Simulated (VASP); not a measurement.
# RbCaH3 (R3m) in VASP: further runs, part 2 of 2

VASP 6.6.1. Earlier steps stand in the parts before.

### 4 Single point, LDA (all Rb atoms moved +0.037 Å, as atom 1 along Cartesian [1 1 1])

Input file INCAR:

```
SYSTEM = RbCaH3
PREC = Accurate
ENCUT = 520
EDIFF = 1E-6
ISMEAR = 0
SIGMA = 0.05
LREAL = .FALSE.
LASPH = .TRUE.
NELM = 100
ALGO = Normal
ISIF = 2
LWAVE = .FALSE.
LCHARG = .FALSE.
GGA = CA
NBANDS = 19
```

Input file KPOINTS:

```
regular mesh
0
G
  6 6 6
  0 0 0
```

Input file POSCAR:

```
RbCaH3
1.0
    4.5470000000      0.0000000000      0.0000000000
    0.0000000000      4.5470000000      0.0000000000
    0.0000000000      0.0000000000      4.5470000000
Rb Ca H
1 1 3
Direct
    0.0047615208      0.0047615208      0.0047615208
    0.5000000000      0.5000000000      0.5000000000
    0.0000000000      0.5000000000      0.5000000000
    0.5000000000      0.0000000000      0.5000000000
    0.5000000000      0.5000000000      0.0000000000
```

Potentials or basis: VASP PAW LDA potentials, release 64 (Rb_sv, Ca_sv, H).

Started as:

```console
> cat potpaw_LDA.64/Rb_sv/POTCAR potpaw_LDA.64/Ca_sv/POTCAR potpaw_LDA.64/H/POTCAR > POTCAR
> mpirun -np 1 vasp_std > vasp.out
```

OUTCAR:

```text
SYSTEM = RbCaH3
   PREC = Accurate
   ENCUT = 520
   EDIFF = 1E-6
   ISMEAR = 0
   LREAL = .FALSE.
   LASPH = .TRUE.
   NELM = 100
   ISIF = 2
   GGA = CA

 ion  position               nearest neighbor table
   1  0.005  0.005  0.005-   3 3.18   4 3.18   5 3.18   3 3.22   4 3.22   3 3.22   5 3.22   4 3.22
                             5 3.22   3 3.25   4 3.25   5 3.25   2 3.90   2 3.93   2 3.93   2 3.93
   2  0.500  0.500  0.500-   1 3.90   1 3.93   1 3.93   1 3.93   1 3.95   1 3.95   1 3.95   1 3.98

   3  0.000  0.500  0.500-   1 3.18   1 3.22   1 3.22   1 3.25
   4  0.500  0.000  0.500-   1 3.18   1 3.22   1 3.22   1 3.25
   5  0.500  0.500  0.000-   1 3.18   1 3.22   1 3.22   1 3.25

  LATTYP: Found a simple cubic cell.
 ALAT       =     4.5470000000

  Lattice vectors:

 A1 = (   4.5470000000,   0.0000000000,   0.0000000000)
 A2 = (   0.0000000000,   4.5470000000,   0.0000000000)
 A3 = (   0.0000000000,   0.0000000000,   4.5470000000)

Analysis of symmetry for initial positions (statically):
=====================================================================
 Subroutine PRICEL returns:
 Original cell was already a primitive cell.

 Routine SETGRP: Setting up the symmetry group for a
 simple cubic supercell.

 Subroutine GETGRP returns: Found  6 space group operations
 (whereof  6 operations were pure point group operations)
 out of a pool of 48 trial point group operations.

The static configuration has the point symmetry C_3v.

Analysis of symmetry for dynamics (positions and initial velocities):
=====================================================================
 Subroutine PRICEL returns:
 Original cell was already a primitive cell.

 Routine SETGRP: Setting up the symmetry group for a
 simple cubic supercell.

 Subroutine GETGRP returns: Found  6 space group operations
[... 122 lines left out ...]
   EMIN   =  10.00;   EMAX   =-10.00  energy-range for DOS
   EFERMI =   0.00;   METHOD = LEGACY
   ISMEAR =     0;   SIGMA  =   0.05  broadening in eV -4-tet -1-fermi 0-gaus
   EFERMI_NEDOS =   21; number of points for ismear=-14 and -15
   IALGO  =     38    algorithm
   IMIX   =      4    mixing-type and parameters
     AMIX     =   0.40;   BMIX     =  1.00
     AMIX_MAG =   1.60;   BMIX_MAG =  1.00
  volume/ion in A,a.u.               =      18.80       126.88
  Fermi-wavevector in a.u.,A,eV,Ry     =   1.008844  1.906439 13.847556  1.017767
  Thomas-Fermi vector in A             =   2.141736
   LORBIT       =      0    0 simple, 1 ext, 2 COOP (PROOUT), +10 PAW based schemes
   GGA     = CA    functional components
   LHFCALC =     F    Hartree Fock is set to
   AEXX    =    0.0000 exact exchange contribution
   IVDW    =     0    specifies the selected vdW correction
   LEPSILON=     F    determine dielectric tensor
   LRPA    =     F    only Hartree local field effects (RPA)
 non-spin polarized calculation
 Gauss-broadening in eV      SIGMA  =   0.05
  energy-cutoff  :      520.00
  volume of cell :       94.01
 maximum number of plane-waves:      2560
 NGX is ok and might be reduce to    36
   NGX = 17   NGY = 17   NGZ = 17

 number of electron      22.0000000 magnetization

 Free energy of the ion-electron system (eV)
  ---------------------------------------------------
  ext. energy  EPLUGINS =         0.00000000
  ---------------------------------------------------
  free energy    TOTEN  =       -15.81064775 eV

  energy without entropy =      -15.81064775  energy(sigma->0) =      -15.81064775

 E-fermi :  -1.0800     XC(G=0):  -8.2004

 val. band max:       -1.4373027552   @ k =   0.5000   0.5000   0.0000
 cond. band min:       1.4870734331   @ k =   0.5000   0.5000   0.0000
 fundamental gap:      2.9243761882
 Fermi energy:        -1.0800268870

 k-point     1 :       0.0000    0.0000    0.0000
  band No.  band energies     occupation
      1     -39.5583      2.00000
      2     -26.6196      2.00000
      3     -20.8746      2.00000
      4     -20.8745      2.00000
      5     -20.8745      2.00000
      6     -10.7451      2.00000
[... 505 lines left out ...]
      6     -10.9026      2.00000
[... 11 lines left out ...]
     18       6.4264      0.00000
     19       6.6721      0.00000

 [... further k-points ...]
[... 5 lines left out ...]
  --------------------------------------------------------------------------------------
  -------------------------------------------------------------------------------------
  Total       -1.3979862     -1.3979862     -1.3979862      0.0017915      0.0017915      0.0017915
  in kB      -23.8253122    -23.8253122    -23.8253122      0.0305322      0.0305322      0.0305322
  external PRESSURE =     -23.8253122 kB  Pullay stress =       0.0000000 kB

 VOLUME and BASIS-vectors are now :
 -----------------------------------------------------------------------------
  energy-cutoff  :      520.00
  volume of cell :       94.01
      direct lattice vectors                 reciprocal lattice vectors
     4.547000000  0.000000000  0.000000000     0.219925225  0.000000000  0.000000000
     0.000000000  4.547000000  0.000000000     0.000000000  0.219925225  0.000000000
     0.000000000  0.000000000  4.547000000     0.000000000  0.000000000  0.219925225

 POSITION                                       TOTAL-FORCE (eV/Angst)
 -----------------------------------------------------------------------------------
      0.02165      0.02165      0.02165        -0.018129     -0.018129     -0.018129
      2.27350      2.27350      2.27350         0.017885      0.017885      0.017885
      0.00000      2.27350      2.27350         0.005701     -0.002728     -0.002728
      2.27350      0.00000      2.27350        -0.002728      0.005701     -0.002728
      2.27350      2.27350      0.00000        -0.002728     -0.002728      0.005701
 -----------------------------------------------------------------------------------
    total drift:                               -0.000004     -0.000004     -0.000004

  FREE ENERGIE OF THE ION-ELECTRON SYSTEM (eV)
  ---------------------------------------------------
  free  energy   TOTEN  =       -15.8106477506 eV

  energy  without entropy=      -15.8106477506  energy(sigma->0) =      -15.81064775
```

stdout:

```text
POSCAR found type information on POSCAR RbCaH
 POSCAR found :  3 types and       5 ions
 scaLAPACK will be used
 LDA part: xc-table for (Slater(with rela. corr.)+CA(PZ))
 , standard interpolation
 POSCAR, INCAR and KPOINTS ok, starting setup
 FFT: planning ... GRIDC
 FFT: planning ... GRID_SOFT
 FFT: planning ... GRID
 WAVECAR not read
 entering main loop
```

Wall time 30 s (1 thread of Intel Xeon Platinum 8375C at 2.90GHz (Ice Lake), shared host); peak memory 0.21 GiB.

What came out:

```yaml
Free_energy: -15.8106 eV
Pressure: -2.4 GPa
Largest_force: 0.031 eV/Å
Band_gap_on_the_k_mesh: 2.92 eV, direct
```

Forces in eV/Å, atoms in the order of the input:
```
Rb  -0.018 -0.018 -0.018
Ca   0.018  0.018  0.018
H    0.006 -0.003 -0.003
H   -0.003  0.006 -0.003
H   -0.003 -0.003  0.006
```

Levels at points of the mesh, in eV from the valence-band top:
```tsv
k point	band 9	band 10	band 11	band 12	band 13	band 14
(0.00, 0.00, 0.00)	-2.81	-0.38	-0.38	5.89	5.89	5.89
(0.50, 0.00, 0.00)	-1.52	-0.73	-0.13	5.40	5.41	5.68
(0.50, 0.50, 0.00)	-1.17	0.00	0.00	2.92	4.82	4.82
(0.50, 0.50, 0.50)	-0.20	-0.20	-0.20	4.21	4.21	4.21
```

Caveat: the cell differs from its parent crystal (all Rb atoms moved +0.037 Å, as atom 1 along Cartesian [1 1 1]).

### 5 Single point, LDA (all Rb atoms moved +0.013 Å, as atom 1 along Cartesian [1 1 1])

Input file INCAR:

```
SYSTEM = RbCaH3
ALGO = Normal ; EDIFF = 1E-7
ENCUT = 520 ; ISIF = 2
ISMEAR = 0 ; LASPH = .True.
LCHARG = .False. ; LREAL = .False.
LWAVE = .False. ; NBANDS = 19
NELM = 60 ; PREC = Accurate
SIGMA = 0.05
```

Input file KPOINTS:

```
k-points
0
Gamma
  6 6 6
  0 0 0
```

POSCAR: that of step 4 with these lines changed.

```diff
@@ -8,3 +8,3 @@
 Direct
-    0.0047615208      0.0047615208      0.0047615208
+    0.0015871736      0.0015871736      0.0015871736
     0.5000000000      0.5000000000      0.5000000000
```

Started as:

```console
> cat potpaw_LDA.64/Rb_sv/POTCAR potpaw_LDA.64/Ca_sv/POTCAR potpaw_LDA.64/H/POTCAR > POTCAR
> mpirun -np 1 vasp_std > vasp.out
```

Wall time 29 s (1 thread of Intel Xeon Platinum 8375C at 2.90GHz (Ice Lake), shared host); peak memory 0.21 GiB.

The run converged. Its results:

```yaml
Free_energy: -15.8112 eV
Pressure: -2.4 GPa
Largest_force: 0.010 eV/Å
Band_gap_on_the_k_mesh: 2.92 eV, direct
```

Forces in eV/Å, atoms in the order of the input:
```
Rb  -0.006 -0.006 -0.006
Ca   0.006  0.006  0.006
H    0.002 -0.001 -0.001
H   -0.001  0.002 -0.001
H   -0.001 -0.001  0.002
```

Levels at points of the mesh, in eV from the valence-band top:
```csv
k point,band 7,band 8,band 9,band 10,band 11,band 12,band 13,band 14,band 15,band 16
"(0.00, 0.00, 0.00)",-9.31,-9.31,-2.81,-0.38,-0.38,5.89,5.89,5.89,7.21,7.21
"(0.50, 0.00, 0.00)",-9.30,-9.30,-1.52,-0.73,-0.13,5.41,5.41,5.68,6.02,6.20
"(0.50, 0.50, 0.00)",-9.46,-9.28,-1.17,0.00,0.00,2.92,4.82,4.82,5.58,6.24
"(0.50, 0.50, 0.50)",-9.43,-9.43,-0.20,-0.20,-0.20,4.21,4.21,4.21,5.48,6.28
```

Caveat: the cell differs from its parent crystal (all Rb atoms moved +0.013 Å, as atom 1 along Cartesian [1 1 1]). A k mesh can miss the band edges.
